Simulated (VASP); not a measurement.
**Mg: relaxation of cell and atoms with PBEsol**

The system is Mg.

```xyz
4
Lattice="2.4047 -4.0756 0.0000 2.4047 4.0756 0.0000 0.0000 0.0000 4.8159" Properties=species:S:1:pos:R:3 pbc="T T T"
Mg    2.4047    2.8325    0.3780
Mg    2.4047   -1.2431    2.0299
Mg    2.4047   -2.8325    4.4378
Mg    2.4047    1.2431    2.7860
```

```
Program                : VASP 6.6.1
Task                   : relaxation of cell and atoms
Functional             : PBEsol
Potentials or basis    : VASP PAW PBE potentials, release 64 (Mg)
Cutoff                 : 600 eV
k mesh                 : 4 × 4 × 4
Occupations            : gaussian, width 0.1 eV
Spin                   : no spin polarisation
Dipole correction      : no
Further INCAR settings : ALGO = Fast; EDIFF = 1e-06; IBRION = 2; EDIFFG = -0.04; NSW = 90; ISIF = 3
```

The relaxed volume is 23.92 Å³/atom. The relaxed cell is a = 5.736 Å, b = 5.736 Å, c = 5.465 Å, α = 90.00°, β = 90.00°, γ = 147.85° and the space group after relaxing (to 0.1 Å) is Fmmm (No. 69). The pressure after relaxing is -0.1 GPa and the largest force after relaxing is 0.027 eV/Å. The band gap on the k mesh is zero (bands 4 and 5 overlap by 3.07 eV).

Forces on the atoms (eV/Å):
```
Mg   0.000 -0.001 -0.027
Mg   0.000 -0.001  0.027
Mg   0.000  0.001  0.027
Mg   0.000  0.001 -0.027
```

Stress tensor (GPa, compression positive):
```
 0.03  0.00  0.00
 0.00 -0.05  0.00
 0.00  0.00 -0.25
```

Final structure:
```yaml
crystal:
  lattice:
    - [1.58823, -5.51210, 0.00000]
    - [1.58823, 5.51210, 0.00000]
    - [0.00000, 0.00000, 5.46451]
  atoms:
    - { symbol: Mg, position: [0.13353, 0.86647, 0.00152] }
    - { symbol: Mg, position: [0.63353, 0.36647, 0.49848] }
    - { symbol: Mg, position: [0.86647, 0.13353, 0.99848] }
    - { symbol: Mg, position: [0.36647, 0.63353, 0.50152] }
```

Levels at points of the mesh, in eV from the Fermi level:
```tsv
k point	band 2	band 3	band 4	band 5	band 6	band 7
(0.00, 0.00, 0.00)	-1.92	-1.90	-1.82	-1.75	2.35	2.36
(0.50, 0.00, 0.00)	-2.80	-0.42	-0.42	1.83	1.83	2.02
(0.50, 0.50, 0.00)	-5.23	-1.00	-0.78	-0.45	-0.26	3.81
(0.00, 0.00, 0.50)	-5.50	-0.76	-0.76	-0.60	-0.60	4.06
(0.50, 0.00, 0.50)	-1.70	-1.51	-1.51	0.47	0.47	1.26
(0.50, 0.50, 0.50)	-4.53	-3.99	-3.99	4.40	4.40	4.60
```

Run time: 4.5 min on 1 thread of Intel(R) Xeon(R) 6975P-C (Granite Rapids) (shared host), peak memory 0.25 GiB.

Caveat: the k points lie up to 0.51 Å⁻¹ apart in the final cell, too coarse for converged energies and pressures of a metal; a cell axis changed by over 15 % at a fixed basis, so the end point is rough; the PAW data sets were made with another functional, which shifts forces and pressure a little.
